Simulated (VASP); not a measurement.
# MgS (Fm-3m) in VASP: further runs

Aim: see how the results for MgS move with the level of theory and the settings. Levels: PBE, r2SCAN. Tasks: single point.

Program: VASP 6.6.1. These are calculated values, not measurements. Logs are shortened: lines on timing, memory, paths and dates and some standing lists are left out, and cuts for length are marked.

## (1) The cell of the first run

The structure is cubic, space group Fm-3m (No. 225). Conventional cell: a = 5.134 Å, b = 5.134 Å, c = 5.134 Å, α = 90.00°, β = 90.00°, γ = 90.00°. Within 3.4 Å of Mg (site symmetry m-3m) lie 6 S at 2.57 Å. S (site symmetry m-3m) has 6 Mg at 2.57 Å within 3.4 Å.

## (2) Single point, PBE (strain -1.3%)

Input file INCAR:

```
SYSTEM = MgS
PREC     = Accurate       ! precision mode
ENCUT    = 520            ! plane-wave cutoff, eV
EDIFF    = 1E-6           ! SCF threshold, eV
ISMEAR   = -1             ! smearing method
SIGMA    = 0.02           ! smearing width, eV
LREAL    = .False.        ! projectors in reciprocal space
LASPH    = .True.         ! aspherical terms in the spheres
NELM     = 60             ! most SCF steps
ALGO     = Normal         ! electronic algorithm
ISIF     = 2              ! what is computed and relaxed
LWAVE    = .False.        ! write WAVECAR
LCHARG   = .False.        ! write CHGCAR
GGA      = PE             ! functional
NBANDS   = 11             ! bands
```

Input file KPOINTS:

```
Automatic mesh
0
Gamma
  8 8 8
  0 0 0
```

Input file POSCAR:

```
MgS
1.0
    0.0000000000      2.5669177485      2.5669177485
    2.5669177485      0.0000000000      2.5669177485
    2.5669177485      2.5669177485      0.0000000000
Mg S
1 1
Direct
    0.0000000000      0.0000000000      0.0000000000
    0.5000000000      0.5000000000      0.5000000000
```

Potentials or basis: VASP PAW PBE potentials, release 64 (Mg, S).

Started as:

```
$ cat potpaw_PBE.64/Mg/POTCAR potpaw_PBE.64/S/POTCAR > POTCAR
$ mpirun -np 1 vasp_std > vasp.out
```

OUTCAR:

```text
SYSTEM = MgS
   PREC = Accurate
   ENCUT = 520
   EDIFF = 1E-6
   ISMEAR = -1
   LREAL = .False.
   LASPH = .True.
   NELM = 60
   ISIF = 2
   GGA = PE

 ion  position               nearest neighbor table
   1  0.000  0.000  0.000-   2 2.57   2 2.57   2 2.57   2 2.57   2 2.57   2 2.57
   2  0.500  0.500  0.500-   1 2.57   1 2.57   1 2.57   1 2.57   1 2.57   1 2.57

  LATTYP: Found a face centered cubic cell.
 ALAT       =     5.1338354970

  Lattice vectors:

 A1 = (   0.0000000000,   2.5669177485,   2.5669177485)
 A2 = (   2.5669177485,   0.0000000000,   2.5669177485)
 A3 = (   2.5669177485,   2.5669177485,   0.0000000000)

Analysis of symmetry for initial positions (statically):
=====================================================================
 Subroutine PRICEL returns:
 Original cell was already a primitive cell.

 Routine SETGRP: Setting up the symmetry group for a
 face centered cubic supercell.

 Subroutine GETGRP returns: Found 48 space group operations
 (whereof 48 operations were pure point group operations)
 out of a pool of 48 trial point group operations.

The static configuration has the point symmetry O_h .

Analysis of symmetry for dynamics (positions and initial velocities):
=====================================================================
 Subroutine PRICEL returns:
 Original cell was already a primitive cell.

 Routine SETGRP: Setting up the symmetry group for a
 face centered cubic supercell.

 Subroutine GETGRP returns: Found 48 space group operations
 (whereof 48 operations were pure point group operations)
 out of a pool of 48 trial point group operations.

The dynamic configuration has the point symmetry O_h .

 Subroutine INISYM returns: Found 48 space group operations
 (whereof 48 operations are pure point group operations),
 and found     1 'primitive' translations

----------------------------------------------------------------------------------------

                                     Primitive cell

  volume of cell :      33.8272

  direct lattice vectors                    reciprocal lattice vectors
     0.000000000  2.566917748  2.566917748    -0.194786140  0.194786140  0.194786140
     2.566917748  0.000000000  2.566917748     0.194786140 -0.194786140  0.194786140
     2.566917748  2.566917748  0.000000000     0.194786140  0.194786140 -0.194786140

  length of vectors
     3.630169893  3.630169893  3.630169893     0.337379491  0.337379491  0.337379491

[... 73 lines left out ...]
   ICHARG =      2    charge: 1-file 2-atom 10-const
   ISPIN  =      1    spin polarized calculation?
   LNONCOLLINEAR =      F non collinear calculations
   LSORBIT =      F    spin-orbit coupling
   LASPH  =      T    aspherical Exc in radial PAW
   ENCUT  =  520.0 eV  38.22 Ry    6.18 a.u.   6.75  6.75  6.75*2*pi/ulx,y,z
   NELM   =     60;   NELMIN=  2; NELMDL= -5     # of ELM steps
   EDIFF  = 0.1E-05   stopping-criterion for ELM
   LREAL  =      F    real-space projection
[... 7 lines left out ...]
   TEBEG  =    0.0;   TEEND  =   0.0 temperature during run
   PSTRESS=    0.0 pullay stress
   NELECT =       8.0000    total number of electrons
   NUPDOWN=      -1.0000    fix difference up-down
   EMIN   =  10.00;   EMAX   =-10.00  energy-range for DOS
   EFERMI =   0.00;   METHOD = LEGACY
   ISMEAR =    -1;   SIGMA  =   0.02  broadening in eV -4-tet -1-fermi 0-gaus
   EFERMI_NEDOS =   21; number of points for ismear=-14 and -15
   IALGO  =     38    algorithm
   IMIX   =      4    mixing-type and parameters
     AMIX     =   0.40;   BMIX     =  1.00
     AMIX_MAG =   1.60;   BMIX_MAG =  1.00
  volume/ion in A,a.u.               =      16.91       114.14
  Fermi-wavevector in a.u.,A,eV,Ry     =   1.012394  1.913147 13.945176  1.024942
  Thomas-Fermi vector in A             =   2.145501
   LORBIT       =      0    0 simple, 1 ext, 2 COOP (PROOUT), +10 PAW based schemes
   GGA     = PE    functional components
   LHFCALC =     F    Hartree Fock is set to
   AEXX    =    0.0000 exact exchange contribution
   IVDW    =     0    specifies the selected vdW correction
   LEPSILON=     F    determine dielectric tensor
   LRPA    =     F    only Hartree local field effects (RPA)
 non-spin polarized calculation
  energy-cutoff  :      520.00
  volume of cell :       33.83
 maximum number of plane-waves:       941
   NGX = 13   NGY = 13   NGZ = 13

 number of electron       7.9999998 magnetization

 Free energy of the ion-electron system (eV)
  ---------------------------------------------------
  ext. energy  EPLUGINS =         0.00000000
  ---------------------------------------------------
  free energy    TOTEN  =        -8.47968047 eV

  energy without entropy =       -8.47968047  energy(sigma->0) =       -8.47968047

 E-fermi :   4.5209     XC(G=0):  -9.8557

 val. band max:        4.0928967899   @ k =   0.0000   0.0000   0.0000
 cond. band min:       6.9551212292   @ k =   0.5000   0.5000   0.0000
 fundamental gap:      2.8622244392
 Fermi energy:         4.5208685207

 k-point     1 :       0.0000    0.0000    0.0000
  band No.  band energies     occupation
      1      -8.8100      2.00000
      2       4.0929      2.00000
      3       4.0929      2.00000
      4       4.0929      2.00000
      5       8.1301      0.00000
      6      12.0187      0.00000
      7      12.0187      0.00000
      8      12.0187      0.00000
      9      14.4856      0.00000
     10      14.4856      0.00000
     11      16.7240      0.00000
[... 309 lines left out ...]
 k-point    24 :      -0.3750    0.2500    0.1250
  band No.  band energies     occupation
      1      -7.1864      2.00000
      2      -0.4115      2.00000
      3       1.8352      2.00000
      4       2.8701      2.00000
      5       9.7607      0.00000
      6      10.2864      0.00000
      7      12.6394      0.00000
      8      13.7106      0.00000
      9      16.5369      0.00000
     10      17.7484      0.00000
     11      19.9205      0.00000

 [... further k-points ...]
[... 5 lines left out ...]
  --------------------------------------------------------------------------------------
  -------------------------------------------------------------------------------------
  Total        0.9050570      0.9050570      0.9050570      0.0000000      0.0000000      0.0000000
  in kB       42.8667616     42.8667616     42.8667616      0.0000000      0.0000000      0.0000000
  external PRESSURE =      42.8667616 kB  Pullay stress =       0.0000000 kB

 VOLUME and BASIS-vectors are now :
 -----------------------------------------------------------------------------
  energy-cutoff  :      520.00
  volume of cell :       33.83
      direct lattice vectors                 reciprocal lattice vectors
     0.000000000  2.566917748  2.566917748    -0.194786140  0.194786140  0.194786140
     2.566917748  0.000000000  2.566917748     0.194786140 -0.194786140  0.194786140
     2.566917748  2.566917748  0.000000000     0.194786140  0.194786140 -0.194786140

 POSITION                                       TOTAL-FORCE (eV/Angst)
 -----------------------------------------------------------------------------------
      0.00000      0.00000      0.00000         0.000000      0.000000      0.000000
      2.56692      2.56692      2.56692        -0.000000     -0.000000     -0.000000
 -----------------------------------------------------------------------------------
    total drift:                                0.000000      0.000000      0.000000

  FREE ENERGIE OF THE ION-ELECTRON SYSTEM (eV)
  ---------------------------------------------------
  free  energy   TOTEN  =        -8.4796804713 eV

  energy  without entropy=       -8.4796804713  energy(sigma->0) =       -8.47968047
```

OSZICAR:

```text
N       E                     dE             d eps       ncg     rms          rms(c)
DAV:   1     0.211043464162E+02    0.21104E+02   -0.36278E+03   662   0.588E+02
DAV:   2    -0.764470073290E+01   -0.28749E+02   -0.27671E+02   805   0.104E+02
DAV:   3    -0.886309258444E+01   -0.12184E+01   -0.12163E+01   780   0.222E+01
DAV:   4    -0.887016815775E+01   -0.70756E-02   -0.70751E-02   745   0.201E+00
DAV:   5    -0.887023666925E+01   -0.68512E-04   -0.68509E-04   779   0.197E-01    0.460E+00
DAV:   6    -0.851931806948E+01    0.35092E+00   -0.73318E-01   716   0.344E+00    0.361E+00
DAV:   7    -0.847958907829E+01    0.39729E-01   -0.21836E-01   764   0.205E+00    0.235E+00
DAV:   8    -0.847992007048E+01   -0.33099E-03   -0.13939E-02   707   0.714E-01    0.102E+00
DAV:   9    -0.847966854896E+01    0.25152E-03   -0.72506E-04   728   0.158E-01    0.347E-01
DAV:  10    -0.847968382784E+01   -0.15279E-04   -0.20377E-04   741   0.662E-02    0.424E-02
DAV:  11    -0.847968055819E+01    0.32696E-05   -0.20613E-05   740   0.202E-02    0.183E-02
DAV:  12    -0.847968047125E+01    0.86939E-07   -0.63445E-07   427   0.507E-03
   1 F= -.84796805E+01 E0= -.84796805E+01  d E =-.277865E-11
```

stdout:

```text
POSCAR found type information on POSCAR MgS
 POSCAR found :  2 types and       2 ions
 scaLAPACK will be used
 LDA part: xc-table for (Slater+PW92), standard interpolation
 POSCAR, INCAR and KPOINTS ok, starting setup
 FFT: planning ... GRIDC
 FFT: planning ... GRID_SOFT
 FFT: planning ... GRID
 WAVECAR not read
 entering main loop
```

Run time: 9.6 s. Hardware: 1 thread of Intel Xeon Platinum 8259CL at 2.50GHz (Skylake/Cascade Lake), shared host; peak memory 0.16 GiB.

What came out:

| Item | Value |
| --- | --- |
| Free energy | -8.4797 eV |
| Pressure | 4.3 GPa |
| Band gap on the k mesh | 2.86 eV (least direct gap 4.04 eV) |

Caveat: the cell differs from its parent crystal (strain -1.3%); the cell stands under pressure. A k mesh can miss the band edges.

## (3) Single point, r2SCAN (strain -1.3%)

POSCAR is that of step 2.

Input file INCAR.step1:

```
SYSTEM = MgS
  ALGO = Normal
  EDIFF = 1E-4
  ENCUT = 520
  GGA = PE
  ISMEAR = 0
  LASPH = .True.
  LCHARG = .False.
  LREAL = .False.
  LWAVE = .True.
  NBANDS = 11
  NELM = 100
  PREC = Accurate
  SIGMA = 0.01
```

Input file INCAR.step2:

```
SYSTEM = MgS
  ALGO = Normal
  EDIFF = 1E-6
  ENCUT = 520
  ISIF = 2
  ISMEAR = 0
  ISTART = 1
  LASPH = .True.
  LCHARG = .False.
  LMIXTAU = .True.
  LREAL = .False.
  LWAVE = .False.
  METAGGA = R2SCAN
  NBANDS = 11
  NELM = 100
  PREC = Accurate
  SIGMA = 0.01
```

Input file KPOINTS:

```
k-points
0
Gamma
  8 8 8
  0 0 0
```

Potentials or basis: VASP PAW PBE potentials, release 64 (Mg, S).

Started as:

```
$ cat potpaw_PBE.64/Mg/POTCAR potpaw_PBE.64/S/POTCAR > POTCAR
$ cp INCAR.step1 INCAR
$ mpirun -np 1 vasp_std > vasp.out
$ cp INCAR.step2 INCAR
$ mpirun -np 1 vasp_std > vasp.out
```

It took 53 s on 1 thread of Intel Xeon Platinum 8259CL at 2.50GHz (Skylake/Cascade Lake), shared host; peak memory 0.16 GiB.

It converged, with:

* Free energy: -15.4998 eV
* Pressure: 3.0 GPa
* Band gap on the k mesh: 3.52 eV (least direct gap 4.96 eV)

Levels at points of the mesh, in eV from the valence-band top:
| k point | band 1 | band 2 | band 3 | band 4 | band 5 | band 6 | band 7 | band 8 |
| --- | --- | --- | --- | --- | --- | --- | --- | --- |
| (0.00, 0.00, 0.00) | -13.43 | 0.00 | 0.00 | 0.00 | 4.96 | 8.50 | 8.50 | 8.50 |
| (0.50, 0.00, 0.00) | -11.99 | -5.10 | -0.67 | -0.67 | 5.28 | 7.55 | 7.55 | 11.70 |
| (0.50, 0.50, 0.00) | -11.57 | -4.49 | -1.82 | -1.82 | 3.52 | 4.80 | 13.57 | 13.61 |

Caveat: the cell differs from its parent crystal (strain -1.3%); the PAW data sets were made with another functional, which shifts forces and pressure a little.
